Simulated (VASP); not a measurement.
# Al32ClO48 (a cell with a defect) (Cl interstitial hop between voids) in VASP: notebook, part 3 of 3

VASP 6.6.1. Earlier steps stand in the parts before.

### Step 4. Single point, PBE

Contents of INCAR:

```
  PREC = Accurate
  ENCUT = 520
  EDIFF = 1E-6
  ISMEAR = -1
  SIGMA = 0.01
  LREAL = Auto
  LASPH = True
  NELM = 100
  ALGO = Normal
  ISIF = 2
  LWAVE = False
  LCHARG = False
  GGA = PE
  NBANDS = 242
  NELECT = 392.0
```

Contents of KPOINTS:

```
regular mesh
0
Gamma
  1 1 1
```

Contents of POSCAR:

```
Al32ClO48
1.0
    4.8078835200      2.7758328500      8.7484141900
   -4.8078835200      2.7758328500      8.7484141900
    0.0000000000     -5.5516656900      8.7484141900
Al O Cl
32 48 1
Direct
    0.3259480501      0.3198975708      0.3494887118
    0.4280179471      0.4326432671      0.4278142460
    0.0704248743      0.0753376390      0.0735506054
    0.1778686055      0.1737287382      0.1682857918
    0.3270267448      0.3183898883      0.8149362632
    0.4238777176      0.4420472509      0.9189958938
    0.0736599804      0.0730543085      0.5739097994
    0.1679393321      0.1777423982      0.6829277759
    0.3223952699      0.8270915651      0.3254074395
    0.4319173187      0.9242133551      0.4330096961
    0.0738438799      0.5844872825      0.0704450319
    0.1761271395      0.6848308113      0.1746471089
    0.3204797191      0.8266546274      0.8253822291
    0.4259373489      0.9317619992      0.9233811503
    0.0718004419      0.5758270036      0.5752258360
    0.1787912189      0.6755112393      0.6765322404
    0.8273640349      0.3280199908      0.3176968916
    0.9274651539      0.4278842073      0.4233627187
    0.5758935225      0.0713347099      0.0505059931
    0.6737748381      0.1698695355      0.1850880120
    0.8199863479      0.3255086863      0.8234283188
    0.9220575935      0.4274272660      0.9252908389
    0.5700252369      0.0730535466      0.5641905308
    0.6775417686      0.1763990122      0.6653246210
    0.8244132607      0.8252654028      0.3232498724
    0.9303308624      0.9272769199      0.4255226875
    0.5713975868      0.5775763970      0.0728461962
    0.6764580026      0.6791504555      0.1734100257
    0.8272616030      0.8242773377      0.8188664986
    0.9222308101      0.9324500677      0.9231168433
    0.5777148893      0.5723468308      0.5697140784
    0.6764745511      0.6765922744      0.6730350045
    0.2155348709      0.0203972399      0.3817582365
    0.4943468974      0.0930595134      0.3597666219
    0.0251519838      0.3818047590      0.2159447204
    0.3933631304      0.1721976226     -0.0100207552
    0.1200095191      0.2820440186      0.4797564490
    0.2705135759      0.5249467366      0.0964989421
    0.2198754505      0.0316173539      0.8749586627
    0.4810675409      0.1225788228      0.7553294165
    0.0220979776      0.3784707959      0.7242057041
    0.3590042824      0.2388509972      0.5456672815
    0.1203047562      0.2802144123      0.9671368135
    0.2767732881      0.4782552908      0.6240206679
    0.2210510097      0.5334229700      0.3749495690
    0.4723544590      0.6288956890      0.2768276086
    0.0270811250      0.8765010377      0.2204893303
    0.3766933756      0.7308440103      0.0236097895
    0.1257409590      0.7765591386      0.4726282881
    0.2703813582      0.9629436855      0.1309025456
    0.2244997068      0.5240895355      0.8768724347
    0.4723916903      0.6315299050      0.7704593661
    0.0305212221      0.8729212060      0.7204571372
    0.3776881193      0.7218732464      0.5275342074
    0.1139318780      0.7988270062      0.9647243537
    0.2709072469      0.9723994910      0.6304687424
    0.7424470793      0.0252300366      0.3722398775
    0.9741291680      0.1287380550      0.2738616033
    0.5257641431      0.3771952360      0.2234601966
    0.8695783877      0.2224387499      0.0294410817
    0.6292283472      0.2823037611      0.4628621235
    0.7759895711      0.4755656956      0.1216201156
    0.7307733606      0.0276396458      0.8618182369
    0.9675781270      0.1288907954      0.7774919628
    0.5288344736      0.3766421426      0.7145028101
    0.8769121620      0.2239017496      0.5238527642
    0.6258059341      0.2793470415      0.9608405228
    0.7781891879      0.4712616191      0.6237091331
    0.7225967241      0.5299481301      0.3709831008
    0.9687737616      0.6285473412      0.2778485729
    0.5282389679      0.8780186564      0.2217812055
    0.8737152691      0.7257441302      0.0260498292
    0.6323315689      0.7700210527      0.4707955450
    0.7689882037      0.9769824274      0.1250424056
    0.7168493906      0.5302531479      0.8753717290
    0.9712707491      0.6243596825      0.7789079188
    0.5278831340      0.8751929208      0.7162411834
    0.8761070344      0.7195181742      0.5291689079
    0.6252622126      0.7827248459      0.9692308633
    0.7849033334      0.9704111554      0.6212916650
    0.3456346031      0.2437608788      0.1832176858
```

On the command line:

```
cat potpaw_PBE.64/Al/POTCAR potpaw_PBE.64/O/POTCAR potpaw_PBE.64/Cl/POTCAR > POTCAR
mpirun -np 1 vasp_gam > vasp.out
```

Run time: 5.8 min. Hardware: 1 thread of Intel Xeon Platinum 8488C (Sapphire Rapids), shared host; peak memory 0.95 GiB.

Results (log left out):

- Free energy: -581.5278 eV
- Largest force: 0.360 eV/Å

Forces in eV/Å, atoms in the order of the input:
```
Al   0.015  0.072 -0.068
Al   0.001  0.000 -0.026
Al   0.003  0.015 -0.012
Al   0.013 -0.009 -0.012
Al   0.021  0.010  0.026
Al  -0.019 -0.049  0.121
Al  -0.002 -0.013 -0.013
Al  -0.011  0.030  0.006
Al   0.009 -0.021 -0.038
Al   0.017 -0.001 -0.015
Al  -0.001 -0.008  0.010
Al   0.008  0.016  0.053
Al  -0.007  0.020  0.017
Al  -0.023  0.021  0.036
Al   0.003  0.010 -0.003
Al   0.009 -0.022  0.012
Al  -0.002  0.009 -0.011
Al  -0.004 -0.019  0.014
Al  -0.032 -0.055 -0.001
Al  -0.016  0.072 -0.043
Al   0.004 -0.015  0.035
Al   0.004  0.014  0.035
Al   0.015  0.029  0.016
Al   0.005  0.000  0.005
Al  -0.004  0.007 -0.008
Al  -0.002  0.010 -0.007
Al  -0.003  0.016  0.000
Al   0.000 -0.010  0.013
Al  -0.008  0.004  0.018
Al  -0.012 -0.002  0.013
Al  -0.003 -0.020  0.006
Al  -0.004  0.011  0.019
O    0.017 -0.062 -0.054
O   -0.019  0.140 -0.119
O   -0.030 -0.002 -0.022
O    0.145 -0.042 -0.112
O   -0.022 -0.006 -0.004
O    0.056  0.053  0.037
O   -0.011  0.022  0.006
O    0.002  0.053 -0.030
O    0.001  0.020  0.017
O    0.033  0.048 -0.049
O    0.002  0.008  0.023
O    0.027  0.006  0.010
O    0.004  0.015  0.003
O    0.007  0.003 -0.008
O   -0.013  0.006 -0.006
O   -0.005  0.030  0.020
O    0.012 -0.017 -0.017
O    0.009 -0.039 -0.043
O    0.038 -0.018  0.021
O   -0.010  0.008  0.023
O    0.007 -0.017  0.010
O    0.024 -0.028 -0.001
O    0.003  0.007  0.013
O   -0.005  0.025  0.004
O   -0.036  0.022 -0.025
O   -0.008 -0.002 -0.003
O   -0.014  0.040 -0.054
O    0.018  0.021  0.014
O   -0.014  0.023  0.000
O   -0.007  0.000 -0.008
O   -0.025  0.021  0.046
O   -0.023 -0.010  0.000
O    0.044 -0.062  0.082
O   -0.002 -0.004 -0.006
O   -0.067 -0.237  0.207
O    0.007 -0.046 -0.006
O   -0.009 -0.019  0.008
O    0.027  0.004  0.009
O   -0.001 -0.030  0.007
O    0.004 -0.002  0.011
O    0.010  0.007  0.001
O    0.027  0.004 -0.020
O   -0.004  0.025  0.026
O    0.011  0.000  0.025
O   -0.009  0.031 -0.007
O    0.003  0.007  0.004
O   -0.011  0.019  0.026
O    0.012  0.012  0.008
Cl  -0.181 -0.159 -0.267
```

Levels at points of the mesh, in eV from the Fermi level:
```csv
k point,band 194,band 195,band 196,band 197,band 198,band 199
"(0.00, 0.00, 0.00)",-1.28,-0.73,-0.33,3.76,5.68,5.99
```

Caveat: the k points lie up to 0.79 Å⁻¹ apart; the cell carries a net charge on a neutralising background, which shifts energy and pressure; the cell is charged against a uniform background, so pressure and absolute levels hang on convention.

### Step 5. Single point, PBE

Contents of INCAR:

```
PREC = Accurate ; ENCUT = 520
EDIFF = 1E-7 ; ISMEAR = -1
SIGMA = 0.01 ; LREAL = Auto
LASPH = True ; NELM = 100
ALGO = Normal ; ISIF = 2
LWAVE = False ; LCHARG = True
GGA = PE ; LELF = True
LVHAR = True ; NBANDS = 242
NELECT = 392.0
```

Contents of KPOINTS:

```
Automatic mesh
0
Gamma
  1 1 1
```

Contents of POSCAR:

```
Al32ClO48
1.0
    4.8078835200      2.7758328500      8.7484141900
   -4.8078835200      2.7758328500      8.7484141900
    0.0000000000     -5.5516656900      8.7484141900
Al O Cl
32 48 1
Direct
    0.3233962677      0.3304713143      0.3270593395
    0.4270211825      0.4294838046      0.4254322597
    0.0663674912      0.0734529374      0.0732005783
    0.1680253930      0.1609846650      0.1782598201
    0.3321746613      0.3128807246      0.8186281711
    0.4264731226      0.4472392247      0.9217888326
    0.0734143796      0.0732122116      0.5755998446
    0.1735097565      0.1816773837      0.6744239190
    0.3195149654      0.8191633013      0.3346373218
    0.4299061321      0.9251284041      0.4320594057
    0.0715005653      0.5817855982      0.0765302194
    0.1786576523      0.6889474690      0.1733621674
    0.3273666458      0.8343762249      0.8243329623
    0.4234719398      0.9537443537      0.9355878972
    0.0730773748      0.5761893969      0.5752787022
    0.1782503194      0.6707637071      0.6830135740
    0.8235316105      0.3306461256      0.3183117597
    0.9242746864      0.4275297070      0.4250191157
    0.5779506930      0.0606369956      0.0544464852
    0.6709961337      0.1749023764      0.1778946946
    0.8215370059      0.3263309573      0.8240147832
    0.9234154588      0.4278928468      0.9264795959
    0.5707888852      0.0738036754      0.5617930507
    0.6788660201      0.1760428985      0.6638474767
    0.8223644458      0.8255720943      0.3210631696
    0.9261528131      0.9255267580      0.4267308432
    0.5705395045      0.5830079846      0.0701167966
    0.6761066413      0.6771688550      0.1767636296
    0.8285092777      0.8252153127      0.8196945380
    0.9285854555      0.9296376857      0.9224640178
    0.5750728029      0.5720683624      0.5746810612
    0.6772952052      0.6794795343      0.6723396365
    0.2141633713      0.0165100804      0.3866372841
    0.4869774750      0.1071731407      0.3267355958
    0.0160311073      0.3838407667      0.2209694445
    0.4097581066      0.1202201021     -0.0123071313
    0.1221199396      0.2836336278      0.4719297284
    0.2767013743      0.5120279988      0.1143730439
    0.2217068368      0.0380120788      0.8724061513
    0.4828482432      0.1323765662      0.7378276116
    0.0250707838      0.3788830160      0.7226566676
    0.3656972193      0.2367987139      0.5288245307
    0.1220413176      0.2779419331      0.9725057214
    0.2787319835      0.4733949774      0.6273233872
    0.2202098776      0.5367054819      0.3750909431
    0.4719334293      0.6275873666      0.2783924737
    0.0199535125      0.8780868227      0.2211604465
    0.3770633277      0.7357290468      0.0223060313
    0.1218598857      0.7744520267      0.4788312551
    0.2526316462      0.9519815756      0.1503880095
    0.2260536642      0.5220406602      0.8829115574
    0.4725760074      0.6340896956      0.7727154789
    0.0331505542      0.8708513811      0.7239353904
    0.3755459672      0.7181620046      0.5336303881
    0.1222443551      0.7919739745      0.9673754818
    0.2740058036      0.9752915119      0.6282430756
    0.7329458235      0.0270218996      0.3709710717
    0.9648941574      0.1294920552      0.2775742067
    0.5271865070      0.3810852138      0.2181555135
    0.8704382380      0.2241879728      0.0276669027
    0.6298957434      0.2855643982      0.4597512668
    0.7752761250      0.4784937687      0.1209688577
    0.7351314779      0.0286507602      0.8598845992
    0.9706561555      0.1294388126      0.7766459638
    0.5270497163      0.3711669881      0.7275545143
    0.8760823759      0.2231012903      0.5263888880
    0.6234006774      0.2815302904      0.9696596316
    0.7767227254      0.4711903651      0.6260831154
    0.7178333018      0.5299369028      0.3768585214
    0.9679382615      0.6273231045      0.2787945079
    0.5270639347      0.8721997919      0.2288654053
    0.8742074993      0.7252689909      0.0282161054
    0.6298362126      0.7727708318      0.4706597723
    0.7725420814      0.9748454434      0.1212395938
    0.7197311966      0.5329311220      0.8735072472
    0.9726643365      0.6232484255      0.7823824980
    0.5310768262      0.8774947445      0.7098551061
    0.8764191203      0.7206002456      0.5282421496
    0.6247207007      0.7869074501      0.9704843724
    0.7861924779      0.9697770003      0.6210901293
    0.3316941121      0.2453059959      0.1563289115
```

On the command line:

```
cat potpaw_PBE.64/Al/POTCAR potpaw_PBE.64/O/POTCAR potpaw_PBE.64/Cl/POTCAR > POTCAR
mpirun -np 1 vasp_gam > vasp.out
```

It took 5.7 min on 1 thread of Intel Xeon Platinum 8488C (Sapphire Rapids), shared host; peak memory 0.95 GiB.

It converged, with:

| Property | Result |
| --- | --- |
| Free energy | -581.7867 eV |
| Largest force | 0.033 eV/Å |

Forces on the atoms (eV/Å):
```
Al  -0.003  0.006 -0.009
Al   0.002 -0.009  0.011
Al   0.004 -0.002 -0.002
Al  -0.001  0.015  0.030
Al  -0.007 -0.001 -0.007
Al   0.010 -0.020 -0.005
Al   0.001 -0.002 -0.012
Al   0.003  0.004  0.009
Al   0.001 -0.001 -0.007
Al   0.003 -0.004 -0.002
Al   0.004  0.002 -0.014
Al  -0.003 -0.004  0.016
Al   0.003  0.000 -0.010
Al   0.006  0.005 -0.009
Al   0.001 -0.002 -0.005
Al  -0.007  0.000  0.009
Al   0.003  0.001 -0.012
Al   0.000 -0.004  0.011
Al  -0.017 -0.005  0.012
Al   0.000  0.000  0.009
Al   0.004  0.002 -0.009
Al   0.001  0.004  0.011
Al  -0.001  0.001 -0.007
Al   0.000 -0.009  0.010
Al  -0.003 -0.003 -0.008
Al   0.002  0.004  0.011
Al   0.001  0.003  0.002
Al   0.002  0.000  0.012
Al  -0.002  0.000 -0.011
Al  -0.005  0.000  0.000
Al  -0.002  0.001 -0.007
Al   0.002 -0.002  0.003
O   -0.001  0.006  0.008
O   -0.012  0.005 -0.018
O    0.014  0.012  0.000
O   -0.005 -0.015  0.015
O   -0.002  0.006 -0.003
O    0.023 -0.009 -0.019
O   -0.004 -0.002  0.000
O   -0.005 -0.009  0.008
O    0.001  0.001  0.000
O    0.004 -0.002 -0.003
O   -0.005  0.005 -0.004
O    0.000  0.002 -0.002
O   -0.003  0.002 -0.001
O   -0.001 -0.002  0.001
O   -0.010  0.004  0.000
O    0.000  0.001  0.002
O   -0.001  0.002  0.001
O    0.004  0.001  0.000
O    0.007  0.002 -0.001
O   -0.003  0.002  0.008
O    0.002  0.001  0.001
O    0.000  0.000  0.002
O    0.001 -0.003  0.002
O    0.001  0.000 -0.002
O   -0.002  0.007  0.000
O   -0.004 -0.007 -0.003
O    0.002  0.007  0.002
O    0.000 -0.001 -0.004
O   -0.004  0.000 -0.006
O    0.004  0.001 -0.003
O   -0.004  0.007 -0.002
O   -0.003 -0.004  0.004
O   -0.002  0.000  0.006
O    0.000  0.003  0.003
O   -0.002 -0.007 -0.007
O    0.003 -0.001  0.000
O   -0.001  0.001  0.001
O   -0.001  0.001  0.002
O    0.001 -0.004  0.004
O    0.001 -0.001  0.001
O    0.001  0.003 -0.001
O    0.001  0.000 -0.001
O   -0.001  0.001 -0.003
O    0.001 -0.003 -0.001
O   -0.003  0.004  0.003
O    0.005 -0.004  0.000
O    0.002 -0.001  0.000
O    0.001  0.002 -0.005
Cl  -0.001  0.008 -0.007
```

Levels at points of the mesh, in eV from the Fermi level:
```csv
k point,band 194,band 195,band 196,band 197,band 198,band 199
"(0.00, 0.00, 0.00)",-1.16,-0.64,-0.25,4.08,5.99,6.15
```

Caveat: the k points lie up to 0.79 Å⁻¹ apart; the cell carries a net charge on a neutralising background, which shifts energy and pressure; the cell is charged against a uniform background, so pressure and absolute levels hang on convention.
